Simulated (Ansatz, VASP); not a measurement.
## Zn in VASP and in Ansatz

```xyz
2
Lattice="2.7399 0.0000 0.0000 -1.3700 2.3728 0.0000 0.0000 0.0000 4.6792" Properties=species:S:1:pos:R:3 pbc="T T T"
Zn    0.0000    1.5819    1.1698
Zn    1.3700    0.7909    3.5094
```

Alike in both runs: task single point; functional PBEsol; k mesh 24 × 24 × 12; occupations gaussian, width 0.15 eV; no spin polarisation.

|  | VASP | Ansatz |
| --- | --- | --- |
| version | VASP 6.6.1 | Ansatz 0.2.0 |
| potentials or method | VASP PAW PBE potentials, release 64 (Zn), cutoff 520 eV | scalar-relativistic, plane waves, PAW |
| valence electrons in the cell | 24 | 24 |

|  | VASP | Ansatz | Ansatz less VASP |
| --- | --- | --- | --- |
| gap on the k mesh at the Fermi level (eV) | none | none | - |
| pressure (GPa) | -5.9 | -6.2 | -0.34 |
| traceless stress, the component that is largest in VASP (GPa) | 0.94 | 1.01 | +0.070 |

VASP's potentials were made for PBE, not for PBEsol. A gap of «none» marks a metal or a gap that the smearing closes. With one functional, cell and mesh, what is left measures potentials, basis and numerics.
